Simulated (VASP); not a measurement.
# NaH (P6_3/mmc) in VASP: further runs

NaH is run at these levels: PBE; tasks: single point.

Program: VASP 6.6.1. These are calculated values, not measurements. Logs are shortened: lines on timing, memory, paths and dates and some standing lists are left out, and cuts for length are marked.

**1. The cell of the first run**

Symmetry: P6_3/mmc, No. 194, hexagonal system. Conventional cell: a = 3.953 Å, b = 3.953 Å, c = 4.828 Å, α = 90.00°, β = 90.00°, γ = 120.00°. Na (site symmetry -6m2) has 5 H at 2.28 to 2.41 Å within 3.0 Å. Within 3.0 Å of H (site symmetry -6m2) lie 5 Na at 2.28 to 2.41 Å.

**2. Single point, PBE**

INCAR

```
ALGO = Normal
EDIFF = 1E-7
ENCUT = 520
GGA = PE
ISIF = 2
ISMEAR = 0
LASPH = T
LCHARG = F
LREAL = F
LWAVE = F
NBANDS = 16
NELM = 100
PREC = Accurate
SIGMA = 0.01
```

KPOINTS

```
k-points
0
Gamma
  6 6 4
```

POSCAR

```
NaH
1.0
    3.9533072915      0.0000000000      0.0000000000
   -1.9766536457      3.4236645434      0.0000000000
    0.0000000000      0.0000000000      4.8283237918
Na H
2 2
Direct
    0.3333333333      0.6666666667      0.2500000000
    0.6666666667      0.3333333333      0.7500000000
    0.6666666667      0.3333333333      0.2500000000
    0.3333333333      0.6666666667      0.7500000000
```

Potentials or basis: VASP PAW PBE potentials, release 64 (Na_pv, H).

Started as:

```
cat potpaw_PBE.64/Na_pv/POTCAR potpaw_PBE.64/H/POTCAR > POTCAR
mpirun -np 1 vasp_std > vasp.out
```

OUTCAR:

```text
EDIFF = 1E-7
   ENCUT = 520
   GGA = PE
   ISIF = 2
   ISMEAR = 0
   LASPH = T
   LREAL = F
   NELM = 100
   PREC = Accurate

 ion  position               nearest neighbor table
   1  0.333  0.667  0.250-
   2  0.667  0.333  0.750-
   3  0.667  0.333  0.250-
   4  0.333  0.667  0.750-

  LATTYP: Found a hexagonal cell.
 ALAT       =     3.9533072915
 C/A-ratio  =     1.2213378409

  Lattice vectors:

 A1 = (   3.9533072915,   0.0000000000,   0.0000000000)
 A2 = (  -1.9766536457,   3.4236645434,   0.0000000000)
 A3 = (   0.0000000000,   0.0000000000,   4.8283237918)

Analysis of symmetry for initial positions (statically):
=====================================================================
 Subroutine PRICEL returns:
 Original cell was already a primitive cell.

 Routine SETGRP: Setting up the symmetry group for a
 hexagonal supercell.

 Subroutine GETGRP returns: Found 24 space group operations
 (whereof 12 operations were pure point group operations)
 out of a pool of 24 trial point group operations.

The static configuration has the point symmetry D_3d.
 The point group associated with its full space group is D_6h.

Analysis of symmetry for dynamics (positions and initial velocities):
=====================================================================
 Subroutine PRICEL returns:
 Original cell was already a primitive cell.

 Routine SETGRP: Setting up the symmetry group for a
 hexagonal supercell.

 Subroutine GETGRP returns: Found 24 space group operations
 (whereof 12 operations were pure point group operations)
 out of a pool of 24 trial point group operations.

The dynamic configuration has the point symmetry D_3d.
 The point group associated with its full space group is D_6h.

 Subroutine INISYM returns: Found 24 space group operations
 (whereof 12 operations are pure point group operations),
 and found     1 'primitive' translations

----------------------------------------------------------------------------------------

                                     Primitive cell

  volume of cell :      65.3504

[... 84 lines left out ...]
   LSORBIT =      F    spin-orbit coupling
   LASPH  =      T    aspherical Exc in radial PAW
   ENCUT  =  520.0 eV  38.22 Ry    6.18 a.u.   7.35  7.35  8.98*2*pi/ulx,y,z
   NELM   =    100;   NELMIN=  2; NELMDL= -5     # of ELM steps
   EDIFF  = 0.1E-06   stopping-criterion for ELM
   LREAL  =      F    real-space projection
   EDIFFG = 0.1E-05   stopping-criterion for IOM
   NSW    =      0    number of steps for IOM
   IBRION =     -1    ionic relax: 0-MD 1-quasi-New 2-CG
   NFREE  =      0    steps in history (QN), initial steepest desc. (CG)
   ISIF   =      2    stress and relaxation
   ISYM   =      2    0-nonsym 1-usesym 2-fastsym
   POTIM  = 0.5000    time-step for ionic-motion
   TEBEG  =    0.0;   TEEND  =   0.0 temperature during run
   PSTRESS=    0.0 pullay stress
   NELECT =      16.0000    total number of electrons
   NUPDOWN=      -1.0000    fix difference up-down
   EMIN   =  10.00;   EMAX   =-10.00  energy-range for DOS
   EFERMI =   0.00;   METHOD = LEGACY
   ISMEAR =     0;   SIGMA  =   0.01  broadening in eV -4-tet -1-fermi 0-gaus
   EFERMI_NEDOS =   21; number of points for ismear=-14 and -15
   IALGO  =     38    algorithm
   IMIX   =      4    mixing-type and parameters
     AMIX     =   0.40;   BMIX     =  1.00
     AMIX_MAG =   1.60;   BMIX_MAG =  1.00
  volume/ion in A,a.u.               =      16.34       110.25
  Fermi-wavevector in a.u.,A,eV,Ry     =   1.024154  1.935371 14.271045  1.048892
  Thomas-Fermi vector in A             =   2.157926
   LORBIT       =      0    0 simple, 1 ext, 2 COOP (PROOUT), +10 PAW based schemes
   GGA     = PE    functional components
   LHFCALC =     F    Hartree Fock is set to
   AEXX    =    0.0000 exact exchange contribution
   IVDW    =     0    specifies the selected vdW correction
   LEPSILON=     F    determine dielectric tensor
   LRPA    =     F    only Hartree local field effects (RPA)
 non-spin polarized calculation
 Gauss-broadening in eV      SIGMA  =   0.01
  energy-cutoff  :      520.00
  volume of cell :       65.35
 maximum number of plane-waves:      1794
 NGX is ok and might be reduce to    30
   NGX = 15   NGY = 15   NGZ = 17

 number of electron      16.0000017 magnetization

 Free energy of the ion-electron system (eV)
  ---------------------------------------------------
  ext. energy  EPLUGINS =         0.00000000
  ---------------------------------------------------
  free energy    TOTEN  =       -10.07301509 eV

  energy without entropy =      -10.07301509  energy(sigma->0) =      -10.07301509

 E-fermi :  -1.3341     XC(G=0):  -7.1038

 val. band max:       -1.4236232947   @ k =   0.1667   0.0000   0.0000
 cond. band min:       1.9054770332   @ k =   0.3333   0.3333   0.0000
 fundamental gap:      3.3291003278
 Fermi energy:        -1.3341166231

 k-point     1 :       0.0000    0.0000    0.0000
  band No.  band energies     occupation
      1     -23.7229      2.00000
      2     -23.6843      2.00000
      3     -23.6843      2.00000
      4     -23.6561      2.00000
      5     -23.6561      2.00000
      6     -23.6363      2.00000
[... 376 lines left out ...]
      3     -23.6814      2.00000
      4     -23.6814      2.00000
      5     -23.6442      2.00000
      6     -23.6442      2.00000
[... 8 lines left out ...]
     15      13.1660      0.00000
     16      13.1660      0.00000

------------------------ aborting loop because EDIFF is reached ----------------------------------------

  FORCE on cell =-STRESS in cart. coord.  units (eV):
  Direction    XX          YY          ZZ          XY          YZ          ZX
  --------------------------------------------------------------------------------------
  -------------------------------------------------------------------------------------
  Total        0.1264909      0.1264909      0.1708479      0.0000000     -0.0000000      0.0000000
  in kB        3.1011422      3.1011422      4.1886300      0.0000000     -0.0000000      0.0000000
  external PRESSURE =       3.4636382 kB  Pullay stress =       0.0000000 kB

 VOLUME and BASIS-vectors are now :
 -----------------------------------------------------------------------------
  energy-cutoff  :      520.00
  volume of cell :       65.35
      direct lattice vectors                 reciprocal lattice vectors
     3.953307291  0.000000000  0.000000000     0.252952762  0.146042345  0.000000000
    -1.976653646  3.423664543  0.000000000     0.000000000  0.292084691  0.000000000
     0.000000000  0.000000000  4.828323792     0.000000000  0.000000000  0.207111214

 POSITION                                       TOTAL-FORCE (eV/Angst)
 -----------------------------------------------------------------------------------
     -0.00000      2.28244      1.20708        -0.000000      0.000000     -0.000000
      1.97665      1.14122      3.62124         0.000000     -0.000000      0.000000
      1.97665      1.14122      1.20708         0.000000      0.000000      0.000000
     -0.00000      2.28244      3.62124         0.000000     -0.000000      0.000000
 -----------------------------------------------------------------------------------
    total drift:                               -0.000000     -0.000000      0.000000

  FREE ENERGIE OF THE ION-ELECTRON SYSTEM (eV)
  ---------------------------------------------------
  free  energy   TOTEN  =       -10.0730150903 eV

  energy  without entropy=      -10.0730150903  energy(sigma->0) =      -10.07301509
```

stdout:

```text
POSCAR found type information on POSCAR NaH
 POSCAR found :  2 types and       4 ions
 scaLAPACK will be used
 LDA part: xc-table for (Slater+PW92), standard interpolation
 POSCAR, INCAR and KPOINTS ok, starting setup
 FFT: planning ... GRIDC
 FFT: planning ... GRID_SOFT
 FFT: planning ... GRID
 WAVECAR not read
 entering main loop
```

Run time: 18 s. Hardware: 1 thread of Intel Xeon Platinum 8488C (Sapphire Rapids), shared host; peak memory 0.17 GiB.

Results:

```yaml
Free_energy: -10.0730 eV
Pressure: 0.3 GPa
Band_gap_on_the_k_mesh: 3.33 eV, indirect (least direct gap 4.24 eV)
```

Stress tensor (GPa, compression positive):
```
0.31 0.00 0.00
0.00 0.31 0.00
0.00 0.00 0.42
```

Levels at points of the mesh, in eV from the valence-band top:
| k point | band 6 | band 7 | band 8 | band 9 | band 10 | band 11 |
| --- | --- | --- | --- | --- | --- | --- |
| (0.00, 0.00, 0.00) | -22.21 | -3.34 | -0.02 | 4.91 | 7.97 | 10.30 |
| (0.50, 0.00, 0.00) | -22.23 | -1.51 | -0.61 | 3.87 | 7.55 | 7.61 |
| (0.00, 0.00, 0.50) | -22.25 | -2.02 | -2.02 | 6.94 | 6.94 | 11.07 |
| (0.50, 0.00, 0.50) | -22.22 | -0.82 | -0.82 | 3.96 | 3.96 | 8.52 |

(Part 1 of 2 ends here.)
